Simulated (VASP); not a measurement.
# GaN (zincblende type) (F-43m) in VASP: notebook

Runs on GaN (zincblende type). Level: PBE. Tasks: single point.

All numbers are computed with VASP 6.6.1; they aren't measurements. Logs are shortened: lines on timing, memory, paths and dates and some standing lists are left out, and cuts for length are marked.

## Step 1: The cell of the first run

The structure is cubic, space group F-43m (No. 216). Conventional cell: a = 4.419 Å, b = 4.419 Å, c = 4.419 Å, α = 90.00°, β = 90.00°, γ = 90.00°. Ga (site symmetry -43m) has 4 N at 1.91 Å within 2.5 Å. Within 2.5 Å of N (site symmetry -43m) lie 4 Ga at 1.91 Å.

## Step 2: Single point, PBE

Input file INCAR:

```
SYSTEM = GaN
PREC = Accurate ; ENCUT = 520
EDIFF = 1E-7 ; ISMEAR = -1
SIGMA = 0.08 ; LREAL = .FALSE.
LASPH = .TRUE. ; NELM = 60
ALGO = Normal ; ISIF = 2
LWAVE = .FALSE. ; LCHARG = .FALSE.
GGA = PE ; NBANDS = 16
```

Input file KPOINTS:

```
regular mesh
0
G
  16 16 16
  0 0 0
```

Input file POSCAR:

```
GaN
1.0
    0.0000000000      2.2096402055      2.2096402055
    2.2096402055      0.0000000000      2.2096402055
    2.2096402055      2.2096402055      0.0000000000
Ga N
1 1
Direct
    0.0000000000      0.0000000000      0.0000000000
    0.2500000000      0.2500000000      0.2500000000
```

Potentials or basis: VASP PAW PBE potentials, release 64 (Ga_d, N).

Started as:

```console
$ cat potpaw_PBE.64/Ga_d/POTCAR potpaw_PBE.64/N/POTCAR > POTCAR
$ mpirun -np 1 vasp_std > vasp.out
```

OUTCAR:

```text
SYSTEM = GaN
   PREC = Accurate
   ENCUT = 520
   EDIFF = 1E-7
   ISMEAR = -1
   LREAL = .FALSE.
   LASPH = .TRUE.
   NELM = 60
   ISIF = 2
   GGA = PE

 ion  position               nearest neighbor table
   1  0.000  0.000  0.000-   2 1.91   2 1.91   2 1.91   2 1.91
   2  0.250  0.250  0.250-   1 1.91   1 1.91   1 1.91   1 1.91

  LATTYP: Found a face centered cubic cell.
 ALAT       =     4.4192804110

  Lattice vectors:

 A1 = (   0.0000000000,   2.2096402055,   2.2096402055)
 A2 = (   2.2096402055,   0.0000000000,   2.2096402055)
 A3 = (   2.2096402055,   2.2096402055,   0.0000000000)

Analysis of symmetry for initial positions (statically):
=====================================================================
 Subroutine PRICEL returns:
 Original cell was already a primitive cell.

 Routine SETGRP: Setting up the symmetry group for a
 face centered cubic supercell.

 Subroutine GETGRP returns: Found 24 space group operations
 (whereof 24 operations were pure point group operations)
 out of a pool of 48 trial point group operations.

The static configuration has the point symmetry T_d .

Analysis of symmetry for dynamics (positions and initial velocities):
=====================================================================
 Subroutine PRICEL returns:
 Original cell was already a primitive cell.

 Routine SETGRP: Setting up the symmetry group for a
 face centered cubic supercell.

 Subroutine GETGRP returns: Found 24 space group operations
 (whereof 24 operations were pure point group operations)
 out of a pool of 48 trial point group operations.

The dynamic configuration has the point symmetry T_d .

 Subroutine INISYM returns: Found 24 space group operations
 (whereof 24 operations are pure point group operations),
 and found     1 'primitive' translations

----------------------------------------------------------------------------------------

                                     Primitive cell

  volume of cell :      21.5772

  direct lattice vectors                    reciprocal lattice vectors
     0.000000000  2.209640205  2.209640205    -0.226281183  0.226281183  0.226281183
     2.209640205  0.000000000  2.209640205     0.226281183 -0.226281183  0.226281183
     2.209640205  2.209640205  0.000000000     0.226281183  0.226281183 -0.226281183

  length of vectors
     3.124903147  3.124903147  3.124903147     0.391930506  0.391930506  0.391930506

  position of ions in fractional coordinates (direct lattice)
     0.000000000  0.000000000  0.000000000
     0.250000000  0.250000000  0.250000000

  ion indices of the primitive-cell ions
   primitive index   ion index
                 1           1
                 2           2

----------------------------------------------------------------------------------------

 KPOINTS: regular mesh

Automatic generation of k-mesh.
 Grid dimensions read from file:
 generate k-points for:   16   16   16

 Generating k-lattice:

  Cartesian coordinates                     Fractional coordinates (reciprocal lattice)
    -0.014142574  0.014142574  0.014142574     0.062500000  0.000000000  0.000000000
     0.014142574 -0.014142574  0.014142574     0.000000000  0.062500000  0.000000000
     0.014142574  0.014142574 -0.014142574     0.000000000  0.000000000  0.062500000

  Length of vectors
     0.024495657  0.024495657  0.024495657

  Shift w.r.t. Gamma in fractional coordinates (k-lattice)
     0.000000000  0.000000000  0.000000000

 Subroutine IBZKPT returns following result:
 ===========================================

 Found    145 irreducible k-points:

 Following reciprocal coordinates:
            Coordinates               Weight
  0.000000  0.000000  0.000000      1.000000
  0.062500  0.000000  0.000000      8.000000
  0.125000  0.000000  0.000000      8.000000
  0.187500  0.000000  0.000000      8.000000
  0.250000  0.000000  0.000000      8.000000
  0.312500  0.000000  0.000000      8.000000
[... 16 lines left out ...]
 -0.125000  0.062500  0.000000     24.000000
 -0.062500  0.062500  0.000000     12.000000
 [... further k-points ...]
   k-points           NKPTS =    145   k-points in BZ     NKDIM =    145   number of bands    NBANDS=     16
   number of dos      NEDOS =    301   number of ions     NIONS =      2
   total plane-waves  NPLWV =  13824
   dimension x,y,z NGX =    24 NGY =   24 NGZ =   24
   dimension x,y,z NGXF=    48 NGYF=   48 NGZF=   48
   ions per type =               1   1
   NGX,Y,Z   is equivalent  to a cutoff of  12.77, 12.77, 12.77 a.u.
   NGXF,Y,Z  is equivalent  to a cutoff of  25.54, 25.54, 25.54 a.u.
 SYSTEM =  GaN
   PREC   = accura    normal or accurate (medium, high low for compatibility)
   ISTART =      0    job   : 0-new  1-cont  2-samecut
   ICHARG =      2    charge: 1-file 2-atom 10-const
   ISPIN  =      1    spin polarized calculation?
   LNONCOLLINEAR =      F non collinear calculations
   LSORBIT =      F    spin-orbit coupling
   LASPH  =      T    aspherical Exc in radial PAW
   ENCUT  =  520.0 eV  38.22 Ry    6.18 a.u.   5.81  5.81  5.81*2*pi/ulx,y,z
   NELM   =     60;   NELMIN=  2; NELMDL= -5     # of ELM steps
   EDIFF  = 0.1E-06   stopping-criterion for ELM
   LREAL  =      F    real-space projection
   EDIFFG = 0.1E-05   stopping-criterion for IOM
   NSW    =      0    number of steps for IOM
   IBRION =     -1    ionic relax: 0-MD 1-quasi-New 2-CG
   NFREE  =      0    steps in history (QN), initial steepest desc. (CG)
   ISIF   =      2    stress and relaxation
   ISYM   =      2    0-nonsym 1-usesym 2-fastsym
   POTIM  = 0.5000    time-step for ionic-motion
   TEBEG  =    0.0;   TEEND  =   0.0 temperature during run
   PSTRESS=    0.0 pullay stress
   NELECT =      18.0000    total number of electrons
   NUPDOWN=      -1.0000    fix difference up-down
   EMIN   =  10.00;   EMAX   =-10.00  energy-range for DOS
   EFERMI =   0.00;   METHOD = LEGACY
   ISMEAR =    -1;   SIGMA  =   0.08  broadening in eV -4-tet -1-fermi 0-gaus
   EFERMI_NEDOS =   21; number of points for ismear=-14 and -15
   IALGO  =     38    algorithm
   IMIX   =      4    mixing-type and parameters
     AMIX     =   0.40;   BMIX     =  1.00
     AMIX_MAG =   1.60;   BMIX_MAG =  1.00
  volume/ion in A,a.u.               =      10.79        72.80
  Fermi-wavevector in a.u.,A,eV,Ry     =   1.541112  2.912279 32.314179  2.375025
  Thomas-Fermi vector in A             =   2.647104
   LORBIT       =      0    0 simple, 1 ext, 2 COOP (PROOUT), +10 PAW based schemes
   GGA     = PE    functional components
   LHFCALC =     F    Hartree Fock is set to
   AEXX    =    0.0000 exact exchange contribution
   IVDW    =     0    specifies the selected vdW correction
   LEPSILON=     F    determine dielectric tensor
   LRPA    =     F    only Hartree local field effects (RPA)
 non-spin polarized calculation
  energy-cutoff  :      520.00
  volume of cell :       21.58
 maximum number of plane-waves:       604
   NGX = 11   NGY = 11   NGZ = 11

 number of electron      18.0000009 magnetization

 Free energy of the ion-electron system (eV)
  ---------------------------------------------------
  ext. energy  EPLUGINS =         0.00000000
  ---------------------------------------------------
  free energy    TOTEN  =       -12.05103494 eV

  energy without entropy =      -12.05103493  energy(sigma->0) =      -12.05103494

 E-fermi :   7.1321     XC(G=0): -11.9860

 val. band max:        5.9443047352   @ k =   0.0000   0.0000   0.0000
 cond. band min:       8.0500858674   @ k =   0.0000   0.0000   0.0000
 fundamental gap:      2.1057811322
 Fermi energy:         7.1321142285

 k-point     1 :       0.0000    0.0000    0.0000
  band No.  band energies     occupation
      1     -10.5125      2.00000
      2      -7.5610      2.00000
      3      -7.5610      2.00000
      4      -7.5610      2.00000
      5      -7.1765      2.00000
      6      -7.1765      2.00000
[... 8 lines left out ...]
     15      25.2513      0.00000
     16      25.2513      0.00000

 k-point     2 :       0.0625    0.0000    0.0000
  band No.  band energies     occupation
      1     -10.4633      2.00000
      2      -7.5545      2.00000
      3      -7.5545      2.00000
      4      -7.5484      2.00000
      5      -7.1773      2.00000
      6      -7.1773      2.00000
[... 8 lines left out ...]
     15      24.4639      0.00000
     16      24.4639      0.00000

 k-point     3 :       0.1250    0.0000    0.0000
  band No.  band energies     occupation
      1     -10.3233      2.00000
      2      -7.5366      2.00000
      3      -7.5366      2.00000
      4      -7.5031      2.00000
      5      -7.1786      2.00000
      6      -7.1786      2.00000
[... 8 lines left out ...]
     15      23.6017      0.00000
     16      23.6869      0.00000

 k-point     4 :       0.1875    0.0000    0.0000
  band No.  band energies     occupation
      1     -10.1164      2.00000
      2      -7.5124      2.00000
      3      -7.5124      2.00000
      4      -7.4037      2.00000
      5      -7.1778      2.00000
      6      -7.1778      2.00000
[... 8 lines left out ...]
     15      23.1504      0.00000
     16      23.1504      0.00000

 k-point     5 :       0.2500    0.0000    0.0000
  band No.  band energies     occupation
      1      -9.8837      2.00000
      2      -7.4886      2.00000
      3      -7.4886      2.00000
      4      -7.2167      2.00000
      5      -7.1714      2.00000
      6      -7.1714      2.00000
[... 8 lines left out ...]
     15      23.2340      0.00000
     16      23.2340      0.00000

 k-point     6 :       0.3125    0.0000    0.0000
  band No.  band energies     occupation
      1      -9.6741      2.00000
      2      -7.4711      2.00000
      3      -7.4711      2.00000
      4      -7.1581      2.00000
      5      -7.1581      2.00000
      6      -6.9136      2.00000
[... 8 lines left out ...]
     15      23.8353      0.00000
     16      23.8353      0.00000
[... 267 lines left out ...]
 k-point    21 :      -0.2500    0.0625    0.0000
  band No.  band energies     occupation
      1      -9.7823      2.00000
      2      -7.4788      2.00000
      3      -7.4745      2.00000
      4      -7.1904      2.00000
      5      -7.1833      2.00000
      6      -7.0690      2.00000
[... 8 lines left out ...]
     15      22.5741      0.00000
     16      24.5881      0.00000

 k-point    22 :      -0.1875    0.0625    0.0000
  band No.  band energies     occupation
      1     -10.0060      2.00000
      2      -7.5027      2.00000
      3      -7.4946      2.00000
      4      -7.3419      2.00000
      5      -7.1896      2.00000
      6      -7.1564      2.00000
[... 8 lines left out ...]
     15      22.6792      0.00000
     16      24.6072      0.00000

 k-point    23 :      -0.1250    0.0625    0.0000
  band No.  band energies     occupation
      1     -10.2215      2.00000
      2      -7.5277      2.00000
      3      -7.5186      2.00000
      4      -7.4647      2.00000
      5      -7.1882      2.00000
      6      -7.1687      2.00000
[... 8 lines left out ...]
     15      22.9496      0.00000
     16      25.0352      0.00000

 k-point    24 :      -0.0625    0.0625    0.0000
  band No.  band energies     occupation
      1     -10.3838      2.00000
      2      -7.5467      2.00000
      3      -7.5401      2.00000
      4      -7.5265      2.00000
      5      -7.1829      2.00000
      6      -7.1735      2.00000
[... 8 lines left out ...]
     15      23.5524      0.00000
     16      25.1960      0.00000

 [... further k-points ...]
[... 5 lines left out ...]
  --------------------------------------------------------------------------------------
  -------------------------------------------------------------------------------------
  Total        2.4151068      2.4151068      2.4151068      0.0000000      0.0000000      0.0000000
  in kB      179.3297077    179.3297077    179.3297077      0.0000000      0.0000000      0.0000000
  external PRESSURE =     179.3297077 kB  Pullay stress =       0.0000000 kB

 VOLUME and BASIS-vectors are now :
 -----------------------------------------------------------------------------
  energy-cutoff  :      520.00
  volume of cell :       21.58
      direct lattice vectors                 reciprocal lattice vectors
     0.000000000  2.209640205  2.209640205    -0.226281183  0.226281183  0.226281183
     2.209640205  0.000000000  2.209640205     0.226281183 -0.226281183  0.226281183
     2.209640205  2.209640205  0.000000000     0.226281183  0.226281183 -0.226281183

 POSITION                                       TOTAL-FORCE (eV/Angst)
 -----------------------------------------------------------------------------------
      0.00000      0.00000      0.00000         0.000000      0.000000      0.000000
      1.10482      1.10482      1.10482        -0.000000     -0.000000     -0.000000
 -----------------------------------------------------------------------------------
    total drift:                                0.000002      0.000002      0.000001

  FREE ENERGIE OF THE ION-ELECTRON SYSTEM (eV)
  ---------------------------------------------------
  free  energy   TOTEN  =       -12.0510349449 eV

  energy  without entropy=      -12.0510349318  energy(sigma->0) =      -12.05103494
```

Wall time 25 s (1 thread of Intel Xeon 6975P-C, shared host); peak memory 0.17 GiB.

Results:

- Free energy: -12.0510 eV
- Pressure: 17.9 GPa
- Band gap on the k mesh: 2.11 eV, direct

Levels at points of the mesh, in eV from the valence-band top:
| k point | band 7 | band 8 | band 9 | band 10 | band 11 | band 12 |
| --- | --- | --- | --- | --- | --- | --- |
| (0.00, 0.00, 0.00) | 0.00 | 0.00 | 0.00 | 2.11 | 10.68 | 10.68 |
| (0.50, 0.00, 0.00) | -7.44 | -1.04 | -1.04 | 5.05 | 9.02 | 10.67 |
| (0.50, 0.50, 0.00) | -6.37 | -2.92 | -2.92 | 3.37 | 7.01 | 12.14 |

## Step 3: Single point, PBE

Input file INCAR:

```
PREC = Accurate
ENCUT = 520
EDIFF = 1E-6
ISMEAR = -1
SIGMA = 0.08
LREAL = F
LASPH = T
NELM = 80
ALGO = Normal
ISIF = 2
LWAVE = F
LCHARG = T
GGA = PE
LELF = T
LVHAR = T
NBANDS = 16
```

Input file KPOINTS:

```
regular mesh
0
Gamma
  16 16 16
```

Input file POSCAR:

```
GaN
1.0
    0.0000000000      2.2092822015      2.2092822015
    2.2092822015      0.0000000000      2.2092822015
    2.2092822015      2.2092822015      0.0000000000
Ga N
1 1
Direct
    0.0000000000      0.0000000000      0.0000000000
    0.2500000000      0.2500000000      0.2500000000
```

Potentials or basis: VASP PAW PBE potentials, release 64 (Ga_d, N).

Started as:

```console
$ cat potpaw_PBE.64/Ga_d/POTCAR potpaw_PBE.64/N/POTCAR > POTCAR
$ mpirun -np 1 vasp_std > vasp.out
```

It took 33 s on 1 thread of Intel Xeon 6975P-C, shared host; peak memory 0.17 GiB.

Results (log left out):

| Quantity | Value |
| --- | --- |
| Free energy | -12.0499 eV |
| Pressure | 18.1 GPa |
| Band gap on the k mesh | 2.11 eV, direct |

Levels at points of the mesh, in eV from the valence-band top:
| k point | band 7 | band 8 | band 9 | band 10 | band 11 | band 12 |
| --- | --- | --- | --- | --- | --- | --- |
| (0.00, 0.00, 0.00) | 0.00 | 0.00 | 0.00 | 2.11 | 10.68 | 10.68 |
| (0.50, 0.00, 0.00) | -7.44 | -1.04 | -1.04 | 5.05 | 9.02 | 10.68 |
| (0.50, 0.50, 0.00) | -6.37 | -2.92 | -2.92 | 3.37 | 7.01 | 12.14 |
